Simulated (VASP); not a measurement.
A run of VASP 6.6.1 is set up as follows.

The input INCAR:

```
PREC = Accurate ; ENCUT = 600
EDIFF = 1E-7 ; ISMEAR = -1
SIGMA = 0.05 ; LREAL = False
LASPH = True ; NELM = 150
ALGO = Normal ; ISIF = 3
LWAVE = False ; LCHARG = False
ISPIN = 2 ; MAGMOM = 2 1
LORBIT = 11 ; LMAXMIX = 4
GGA = PE ; IBRION = 2
NSW = 80 ; EDIFFG = -0.01
```

The input KPOINTS:

```
Automatic mesh
0
Gamma
  9 9 9
```

Contents of POSCAR:

```
TiCo
1.0
    2.9861109900      0.0000000000      0.0000000000
    0.0000000000      2.9861109900      0.0000000000
    0.0000000000      0.0000000000      2.9861109900
Co Ti
1 1
Direct
    0.5000000000      0.5000000000      0.5000000000
    0.0000000000      0.0000000000      0.0000000000
```

Potentials or basis: VASP PAW PBE potentials, release 64 (Co, Ti_sv).

Command:

```bash
$ cat potpaw_PBE.64/Co/POTCAR potpaw_PBE.64/Ti_sv/POTCAR > POTCAR
$ mpirun -np 1 vasp_std > vasp.out
```

Q: Estimate the net moment.

A: 0.78 μB per cell.

Q: Predict the relaxed cell.

A: a = 2.979 Å, b = 2.979 Å, c = 2.979 Å, α = 90.00°, β = 90.00°, γ = 90.00°.

Step by step:
| step | energy change (eV) | largest force (eV/Å) | pressure (GPa) | volume (Å³) |
| --- | --- | --- | --- | --- |
| 1 | 0.0000 | 0.0000 | -1.15 | 26.63 |
| 2 | -0.0001 | 0.0000 | 1.10 | 26.26 |
| 3 | -0.0007 | 0.0000 | 0.00 | 26.44 |
